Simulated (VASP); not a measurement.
# MnSn3 (Pm-3m) in VASP: a series of runs

Aim: see how the results for MnSn3 move with the level of theory and the settings. Levels: PBE, r2SCAN. Tasks: single point, relaxation of cell and atoms.

Everything below comes from runs of VASP 6.6.1. Logs are shortened: lines on timing, memory, paths and dates and some standing lists are left out, and cuts for length are marked.

## Step 1: The cell of the first run

The structure is cubic, space group Pm-3m (No. 221). Conventional cell: a = 4.437 Å, b = 4.437 Å, c = 4.437 Å, α = 90.00°, β = 90.00°, γ = 90.00°. Sn (site symmetry 4/mmm) has 8 Sn at 3.14 Å and 4 Mn at 3.14 Å within 4.1 Å. Mn (site symmetry m-3m) has 12 Sn at 3.14 Å within 4.1 Å.

## Step 2: Single point, PBE

Contents of INCAR:

```
PREC = Accurate ; ENCUT = 500
EDIFF = 1E-6 ; ISMEAR = 0
SIGMA = 0.1 ; LREAL = False
LASPH = True ; NELM = 120
ALGO = Normal ; ISIF = 2
LWAVE = False ; LCHARG = False
GGA = PE ; NBANDS = 36
GGA_COMPAT = False
```

Contents of KPOINTS:

```
Automatic mesh
0
Gamma
  10 10 10
```

Contents of POSCAR:

```
MnSn3
1.0
    4.4374333121      0.0000000000      0.0000000000
    0.0000000000      4.4374333121      0.0000000000
    0.0000000000      0.0000000000      4.4374333121
Sn Mn
3 1
Direct
    0.0000000000      0.5000000000      0.5000000000
    0.5000000000      0.0000000000      0.5000000000
    0.5000000000      0.5000000000      0.0000000000
    0.0000000000      0.0000000000      0.0000000000
```

Potentials or basis: VASP PAW PBE potentials, release 64 (Sn_d, Mn_pv).

Launch:

```console
cat potpaw_PBE.64/Sn_d/POTCAR potpaw_PBE.64/Mn_pv/POTCAR > POTCAR
mpirun -np 1 vasp_std > vasp.out
```

OUTCAR:

```text
PREC = Accurate
   ENCUT = 500
   EDIFF = 1E-6
   ISMEAR = 0
   LREAL = False
   LASPH = True
   NELM = 120
   ISIF = 2
   GGA = PE

 ion  position               nearest neighbor table
   1  0.000  0.500  0.500-   2 3.14   3 3.14   4 3.14   3 3.14   4 3.14   2 3.14   4 3.14   4 3.14
                             2 3.14   3 3.14   3 3.14   2 3.14
   2  0.500  0.000  0.500-   1 3.14   3 3.14   4 3.14   3 3.14   4 3.14   1 3.14   3 3.14   3 3.14
                             1 3.14   4 3.14   4 3.14   1 3.14
   3  0.500  0.500  0.000-   1 3.14   2 3.14   4 3.14   1 3.14   2 3.14   2 3.14   4 3.14   2 3.14
                             1 3.14   4 3.14   1 3.14   4 3.14
   4  0.000  0.000  0.000-   1 3.14   2 3.14   3 3.14   1 3.14   2 3.14   1 3.14   3 3.14   1 3.14
                             2 3.14   3 3.14   2 3.14   3 3.14

  LATTYP: Found a simple cubic cell.
 ALAT       =     4.4374333121

  Lattice vectors:

 A1 = (   4.4374333121,   0.0000000000,   0.0000000000)
 A2 = (   0.0000000000,   4.4374333121,   0.0000000000)
 A3 = (   0.0000000000,   0.0000000000,   4.4374333121)

Analysis of symmetry for initial positions (statically):
=====================================================================
 Subroutine PRICEL returns:
 Original cell was already a primitive cell.

 Routine SETGRP: Setting up the symmetry group for a
 simple cubic supercell.

 Subroutine GETGRP returns: Found 48 space group operations
 (whereof 48 operations were pure point group operations)
 out of a pool of 48 trial point group operations.

The static configuration has the point symmetry O_h .

Analysis of symmetry for dynamics (positions and initial velocities):
=====================================================================
 Subroutine PRICEL returns:
 Original cell was already a primitive cell.

 Routine SETGRP: Setting up the symmetry group for a
 simple cubic supercell.

 Subroutine GETGRP returns: Found 48 space group operations
 (whereof 48 operations were pure point group operations)
 out of a pool of 48 trial point group operations.

The dynamic configuration has the point symmetry O_h .

 Subroutine INISYM returns: Found 48 space group operations
 (whereof 48 operations are pure point group operations),
 and found     1 'primitive' translations

----------------------------------------------------------------------------------------

                                     Primitive cell

  volume of cell :      87.3767

  direct lattice vectors                    reciprocal lattice vectors
     4.437433312  0.000000000  0.000000000     0.225355499  0.000000000  0.000000000
     0.000000000  4.437433312  0.000000000     0.000000000  0.225355499  0.000000000
     0.000000000  0.000000000  4.437433312     0.000000000  0.000000000  0.225355499

  length of vectors
     4.437433312  4.437433312  4.437433312     0.225355499  0.225355499  0.225355499

  position of ions in fractional coordinates (direct lattice)
     0.000000000  0.500000000  0.500000000
     0.500000000  0.000000000  0.500000000
     0.500000000  0.500000000  0.000000000
     0.000000000  0.000000000  0.000000000

  ion indices of the primitive-cell ions
   primitive index   ion index
                 1           1
                 2           2
                 3           3
                 4           4

----------------------------------------------------------------------------------------

 KPOINTS: Automatic mesh

Automatic generation of k-mesh.
 Grid dimensions read from file:
 generate k-points for:   10   10   10

 Generating k-lattice:

  Cartesian coordinates                     Fractional coordinates (reciprocal lattice)
     0.022535550  0.000000000  0.000000000     0.100000000  0.000000000  0.000000000
     0.000000000  0.022535550  0.000000000     0.000000000  0.100000000  0.000000000
     0.000000000  0.000000000  0.022535550     0.000000000  0.000000000  0.100000000

  Length of vectors
     0.022535550  0.022535550  0.022535550

  Shift w.r.t. Gamma in fractional coordinates (k-lattice)
     0.000000000  0.000000000  0.000000000

 Subroutine IBZKPT returns following result:
 ===========================================

 Found     56 irreducible k-points:

 Following reciprocal coordinates:
            Coordinates               Weight
  0.000000  0.000000  0.000000      1.000000
  0.100000  0.000000  0.000000      6.000000
  0.200000  0.000000  0.000000      6.000000
  0.300000  0.000000  0.000000      6.000000
  0.400000  0.000000  0.000000      6.000000
  0.500000  0.000000  0.000000      3.000000
[... 16 lines left out ...]
  0.200000  0.100000  0.100000     24.000000
  0.300000  0.100000  0.100000     24.000000
 [... further k-points ...]
   k-points           NKPTS =     56   k-points in BZ     NKDIM =     56   number of bands    NBANDS=     36
   number of dos      NEDOS =    301   number of ions     NIONS =      4
   total plane-waves  NPLWV =  32768
   dimension x,y,z NGX =    32 NGY =   32 NGZ =   32
   dimension x,y,z NGXF=    64 NGYF=   64 NGZF=   64
   ions per type =               3   1
   NGX,Y,Z   is equivalent  to a cutoff of  11.99, 11.99, 11.99 a.u.
   NGXF,Y,Z  is equivalent  to a cutoff of  23.98, 23.98, 23.98 a.u.
 SYSTEM =  unknown system
   PREC   = accura    normal or accurate (medium, high low for compatibility)
   ISTART =      0    job   : 0-new  1-cont  2-samecut
   ICHARG =      2    charge: 1-file 2-atom 10-const
   ISPIN  =      1    spin polarized calculation?
   LNONCOLLINEAR =      F non collinear calculations
   LSORBIT =      F    spin-orbit coupling
   LASPH  =      T    aspherical Exc in radial PAW
   ENCUT  =  500.0 eV  36.75 Ry    6.06 a.u.   8.09  8.09  8.09*2*pi/ulx,y,z
   NELM   =    120;   NELMIN=  2; NELMDL= -5     # of ELM steps
   EDIFF  = 0.1E-05   stopping-criterion for ELM
   LREAL  =      F    real-space projection
   EDIFFG = 0.1E-04   stopping-criterion for IOM
   NSW    =      0    number of steps for IOM
   IBRION =     -1    ionic relax: 0-MD 1-quasi-New 2-CG
   NFREE  =      0    steps in history (QN), initial steepest desc. (CG)
   ISIF   =      2    stress and relaxation
   ISYM   =      2    0-nonsym 1-usesym 2-fastsym
   POTIM  = 0.5000    time-step for ionic-motion
   TEBEG  =    0.0;   TEEND  =   0.0 temperature during run
   PSTRESS=    0.0 pullay stress
   NELECT =      55.0000    total number of electrons
   NUPDOWN=      -1.0000    fix difference up-down
   EMIN   =  10.00;   EMAX   =-10.00  energy-range for DOS
   EFERMI =   0.00;   METHOD = LEGACY
   ISMEAR =     0;   SIGMA  =   0.10  broadening in eV -4-tet -1-fermi 0-gaus
   EFERMI_NEDOS =   21; number of points for ismear=-14 and -15
   IALGO  =     38    algorithm
   IMIX   =      4    mixing-type and parameters
     AMIX     =   0.40;   BMIX     =  1.00
     AMIX_MAG =   1.60;   BMIX_MAG =  1.00
  volume/ion in A,a.u.               =      21.84       147.41
  Fermi-wavevector in a.u.,A,eV,Ry     =   1.403020  2.651324 26.782597  1.968465
  Thomas-Fermi vector in A             =   2.525724
   LORBIT       =      0    0 simple, 1 ext, 2 COOP (PROOUT), +10 PAW based schemes
   GGA     = PE    functional components
   LHFCALC =     F    Hartree Fock is set to
   AEXX    =    0.0000 exact exchange contribution
   IVDW    =     0    specifies the selected vdW correction
   LEPSILON=     F    determine dielectric tensor
   LRPA    =     F    only Hartree local field effects (RPA)
 non-spin polarized calculation
 Gauss-broadening in eV      SIGMA  =   0.10
  energy-cutoff  :      500.00
  volume of cell :       87.38
 maximum number of plane-waves:      2272
   NGX = 17   NGY = 17   NGZ = 17

 number of electron      54.9999926 magnetization

 Free energy of the ion-electron system (eV)
  ---------------------------------------------------
  ext. energy  EPLUGINS =         0.00000000
  ---------------------------------------------------
  free energy    TOTEN  =       -17.71511033 eV

  energy without entropy =      -17.67533031  energy(sigma->0) =      -17.69522032

 E-fermi :   9.1450     XC(G=0): -11.1340

 val. band max:        9.1367247231   @ k =   0.2000   0.2000   0.1000
 cond. band min:       9.1550796437   @ k =   0.5000   0.2000   0.2000
 fundamental gap:      0.0183549206
 Fermi energy:         9.1449665365

 k-point     1 :       0.0000    0.0000    0.0000
  band No.  band energies     occupation
      1     -38.2665      2.00000
      2     -38.2665      2.00000
      3     -38.2665      2.00000
      4     -12.6333      2.00000
      5     -12.6333      2.00000
      6     -12.6333      2.00000
[... 28 lines left out ...]
     35      13.8771      0.00000
     36      13.8771      0.00000

 k-point     2 :       0.1000    0.0000    0.0000
  band No.  band energies     occupation
      1     -38.2666      2.00000
      2     -38.2665      2.00000
      3     -38.2665      2.00000
      4     -12.6320      2.00000
      5     -12.6235      2.00000
      6     -12.6235      2.00000
[... 28 lines left out ...]
     35      13.6521      0.00000
     36      13.6521      0.00000

 k-point     3 :       0.2000    0.0000    0.0000
  band No.  band energies     occupation
      1     -38.2667      2.00000
      2     -38.2665      2.00000
      3     -38.2665      2.00000
      4     -12.6287      2.00000
      5     -12.5995      2.00000
      6     -12.5951      2.00000
[... 28 lines left out ...]
     35      13.5996      0.00000
     36      13.5996      0.00000
[... 742 lines left out ...]
 k-point    23 :       0.2000    0.1000    0.1000
  band No.  band energies     occupation
      1     -38.2667      2.00000
      2     -38.2666      2.00000
      3     -38.2665      2.00000
      4     -12.6152      2.00000
      5     -12.5962      2.00000
      6     -12.5858      2.00000
[... 28 lines left out ...]
     35      13.5462      0.00000
     36      13.9436      0.00000

 k-point    24 :       0.3000    0.1000    0.1000
  band No.  band energies     occupation
      1     -38.2668      2.00000
      2     -38.2666      2.00000
      3     -38.2666      2.00000
      4     -12.6091      2.00000
      5     -12.5696      2.00000
      6     -12.5461      2.00000
[... 28 lines left out ...]
     35      13.0805      0.00000
     36      14.2104      0.00000

 [... further k-points ...]

------------------------ aborting loop because EDIFF is reached ----------------------------------------

  FORCE on cell =-STRESS in cart. coord.  units (eV):
  Direction    XX          YY          ZZ          XY          YZ          ZX
  --------------------------------------------------------------------------------------
  -------------------------------------------------------------------------------------
  Total       -0.0505747     -0.0505747     -0.0505747      0.0000000     -0.0000000      0.0000000
  in kB       -0.9273608     -0.9273608     -0.9273608      0.0000000     -0.0000000      0.0000000
  external PRESSURE =      -0.9273608 kB  Pullay stress =       0.0000000 kB

 VOLUME and BASIS-vectors are now :
 -----------------------------------------------------------------------------
  energy-cutoff  :      500.00
  volume of cell :       87.38
      direct lattice vectors                 reciprocal lattice vectors
     4.437433312  0.000000000  0.000000000     0.225355499  0.000000000  0.000000000
     0.000000000  4.437433312  0.000000000     0.000000000  0.225355499  0.000000000
     0.000000000  0.000000000  4.437433312     0.000000000  0.000000000  0.225355499

 POSITION                                       TOTAL-FORCE (eV/Angst)
 -----------------------------------------------------------------------------------
      0.00000      2.21872      2.21872         0.000000      0.000000      0.000000
      2.21872      0.00000      2.21872         0.000000      0.000000      0.000000
      2.21872      2.21872      0.00000         0.000000      0.000000      0.000000
      0.00000      0.00000      0.00000         0.000000      0.000000      0.000000
 -----------------------------------------------------------------------------------
    total drift:                                0.000000     -0.000000     -0.000000

  FREE ENERGIE OF THE ION-ELECTRON SYSTEM (eV)
  ---------------------------------------------------
  free  energy   TOTEN  =       -17.7151103284 eV

  energy  without entropy=      -17.6753303097  energy(sigma->0) =      -17.69522032
```

It took 41 s on 1 thread of Intel Xeon 6975P-C (Granite Rapids), shared host; peak memory 0.26 GiB.

Results:

```
Free energy            : -17.7151 eV
Pressure               : -0.1 GPa
Band gap on the k mesh : zero (an odd number of electrons rules out a gap without spin polarisation)
```

Caveat: spin-orbit coupling is left out, which moves the levels of the heavy elements; the run has no spin polarisation, though such a crystal can be magnetic.

## Step 3: Relaxation of cell and atoms, PBE

This run uses another cell than the first one, of 24.38 Å³/atom.

Contents of INCAR:

```
ALGO = Normal
EDIFF = 1E-7
EDIFFG = -0.01
ENCUT = 500
GGA = PE
GGA_COMPAT = False
IBRION = 2
ISIF = 3
ISMEAR = 0
LASPH = True
LCHARG = False
LREAL = False
LWAVE = False
NELM = 120
NELMIN = 4
NSW = 80
PREC = Accurate
SIGMA = 0.1
```

Contents of KPOINTS:

```
k-points
0
Gamma
  10 10 10
```

Contents of POSCAR:

```
MnSn3
1.0
    4.6027677977      0.0000000000      0.0000000000
    0.0000000000      4.6027677977      0.0000000000
    0.0000000000      0.0000000000      4.6027677977
Sn Mn
3 1
Direct
    0.0000000000      0.5000000000      0.5000000000
    0.5000000000      0.0000000000      0.5000000000
    0.5000000000      0.5000000000      0.0000000000
    0.0000000000      0.0000000000      0.0000000000
```

Potentials or basis: VASP PAW PBE potentials, release 64 (Sn_d, Mn_pv).

Launch:

```console
cat potpaw_PBE.64/Sn_d/POTCAR potpaw_PBE.64/Mn_pv/POTCAR > POTCAR
mpirun -np 1 vasp_std > vasp.out
```

OUTCAR:

```text
EDIFF = 1E-7
   EDIFFG = -0.01
   ENCUT = 500
   GGA = PE
   IBRION = 2
   ISIF = 3
   ISMEAR = 0
   LASPH = True
   LREAL = False
   NELM = 120
   NELMIN = 4
   NSW = 80
   PREC = Accurate

 ion  position               nearest neighbor table
   1  0.000  0.500  0.500-   2 3.25   3 3.25   4 3.25   3 3.25   4 3.25   2 3.25   4 3.25   4 3.25
                             2 3.25   3 3.25   3 3.25   2 3.25
   2  0.500  0.000  0.500-   1 3.25   3 3.25   4 3.25   3 3.25   4 3.25   1 3.25   3 3.25   3 3.25
                             1 3.25   4 3.25   4 3.25   1 3.25
   3  0.500  0.500  0.000-   1 3.25   2 3.25   4 3.25   1 3.25   2 3.25   2 3.25   4 3.25   2 3.25
                             1 3.25   4 3.25   1 3.25   4 3.25
   4  0.000  0.000  0.000-   1 3.25   2 3.25   3 3.25   1 3.25   2 3.25   1 3.25   3 3.25   1 3.25
                             2 3.25   3 3.25   2 3.25   3 3.25

  LATTYP: Found a simple cubic cell.
 ALAT       =     4.6027677977

  Lattice vectors:

 A1 = (   4.6027677977,   0.0000000000,   0.0000000000)
 A2 = (   0.0000000000,   4.6027677977,   0.0000000000)
 A3 = (   0.0000000000,   0.0000000000,   4.6027677977)

Analysis of symmetry for initial positions (statically):
=====================================================================
 Subroutine PRICEL returns:
 Original cell was already a primitive cell.

[... 183 lines left out ...]
  Total       -3.5758791     -3.5758791     -3.5758791     -0.0000000      0.0000000     -0.0000000
  in kB      -58.7538347    -58.7538347    -58.7538347     -0.0000000      0.0000000     -0.0000000
  external PRESSURE =     -58.7538347 kB  Pullay stress =       0.0000000 kB
[... 63 lines left out ...]
--------------------------------------- Ionic step        3  -------------------------------------------

 number of electron      54.9999965 magnetization

 Free energy of the ion-electron system (eV)
  ---------------------------------------------------
  ext. energy  EPLUGINS =         0.00000000
  ---------------------------------------------------
  free energy    TOTEN  =       -17.71932160 eV

  energy without entropy =      -17.67967194  energy(sigma->0) =      -17.69949677

 E-fermi :   9.1607     XC(G=0): -11.1401

 val. band max:        9.1529146595   @ k =   0.2000   0.2000   0.1000
 cond. band min:       9.1703474682   @ k =   0.5000   0.2000   0.2000
 fundamental gap:      0.0174328087
 Fermi energy:         9.1606872942

 k-point     1 :       0.0000    0.0000    0.0000
  band No.  band energies     occupation
      1     -38.2508      2.00000
      2     -38.2508      2.00000
      3     -38.2508      2.00000
      4     -12.6194      2.00000
      5     -12.6194      2.00000
      6     -12.6194      2.00000
[... 853 lines left out ...]
     32      12.1287      0.00000
     33      12.4216      0.00000

 [... further k-points ...]

------------------------ aborting loop because EDIFF is reached ----------------------------------------

  FORCE on cell =-STRESS in cart. coord.  units (eV):
  Direction    XX          YY          ZZ          XY          YZ          ZX
  --------------------------------------------------------------------------------------
  -------------------------------------------------------------------------------------
  Total        0.0281278      0.0281278      0.0281278      0.0000000     -0.0000000     -0.0000000
  in kB        0.5163879      0.5163879      0.5163879      0.0000000     -0.0000000     -0.0000000
  external PRESSURE =       0.5163879 kB  Pullay stress =       0.0000000 kB
[... 19 lines left out ...]
  FREE ENERGIE OF THE ION-ELECTRON SYSTEM (eV)
  ---------------------------------------------------
  free  energy   TOTEN  =       -17.7193216032 eV

  energy  without entropy=      -17.6796719393  energy(sigma->0) =      -17.69949677

 reached required accuracy - stopping structural energy minimisation
```

OSZICAR:

```text
N       E                     dE             d eps       ncg     rms          rms(c)
DAV:   1     0.558668588700E+03    0.55867E+03   -0.28314E+04  3753   0.250E+03
DAV:   2     0.481868085371E+02   -0.51048E+03   -0.50488E+03  3720   0.620E+02
DAV:   3    -0.156029880083E+02   -0.63790E+02   -0.62859E+02  3939   0.202E+02
DAV:   4    -0.192354386401E+02   -0.36325E+01   -0.35635E+01  4463   0.481E+01
[... 37 lines left out ...]
DAV:   5    -0.177200698279E+02    0.73275E-02   -0.35902E-02  4348   0.135E+00    0.156E-01
DAV:   6    -0.177193570648E+02    0.71276E-03   -0.24814E-03  4371   0.347E-01    0.492E-02
DAV:   7    -0.177193308665E+02    0.26198E-04   -0.12313E-04  4452   0.788E-02    0.295E-02
DAV:   8    -0.177193216523E+02    0.92142E-05   -0.21998E-05  4057   0.407E-02    0.580E-03
DAV:   9    -0.177193216032E+02    0.49045E-07   -0.99934E-07  4620   0.813E-03
   3 F= -.17719322E+02 E0= -.17699497E+02  d E =-.208534E+00
```

CONTCAR:

```text
MnSn3
   1.00000000000000
     4.4356430834248552    0.0000000000000000   -0.0000000000000000
    -0.0000000000000000    4.4356430834248552   -0.0000000000000000
     0.0000000000000000    0.0000000000000000    4.4356430834248552
  Sn              Mn
     3     1
Direct
     0.0000000000000000    0.5000000000000000    0.5000000000000000
     0.5000000000000000    0.0000000000000000    0.5000000000000000
     0.5000000000000000    0.5000000000000000    0.0000000000000000
     0.0000000000000000    0.0000000000000000    0.0000000000000000

  0.00000000E+00  0.00000000E+00  0.00000000E+00
  0.00000000E+00  0.00000000E+00  0.00000000E+00
  0.00000000E+00  0.00000000E+00  0.00000000E+00
  0.00000000E+00  0.00000000E+00  0.00000000E+00
```

Wall time 2.9 min (1 thread of Intel Xeon 6975P-C (Granite Rapids), shared host); peak memory 0.3 GiB.

Results:

- Free energy: -17.7193 eV
- Relaxed volume: 21.82 Å³/atom
- Relaxed cell: a = 4.436 Å, b = 4.436 Å, c = 4.436 Å, α = 90.00°, β = 90.00°, γ = 90.00°
- Space group after relaxing (to 0.1 Å): Pm-3m (No. 221)
- Energy gained by relaxing: 52.1 meV/atom
- Ionic steps: 3
- Pressure after relaxing: 0.1 GPa
- Band gap on the k mesh: zero (an odd number of electrons rules out a gap without spin polarisation)

The path:
```csv
step,energy change (eV),largest force (eV/Å),pressure (GPa),volume (Å³)
1,0.0000,0.0000,-5.88,97.51
2,-0.1996,0.0000,1.56,85.43
3,-0.2085,0.0000,0.05,87.27
```

Final structure:
```yaml
crystal:
  lattice:
    - [4.43564, 0.00000, 0.00000]
    - [0.00000, 4.43564, 0.00000]
    - [0.00000, 0.00000, 4.43564]
  atoms:
    - { symbol: Sn, position: [0.00000, 0.50000, 0.50000] }
    - { symbol: Sn, position: [0.50000, 0.00000, 0.50000] }
    - { symbol: Sn, position: [0.50000, 0.50000, 0.00000] }
    - { symbol: Mn, position: [0.00000, 0.00000, 0.00000] }
```

Caveat: spin-orbit coupling is left out, which moves the levels of the heavy elements; the run has no spin polarisation, though such a crystal can be magnetic.

(Part 1 of 2 ends here.)
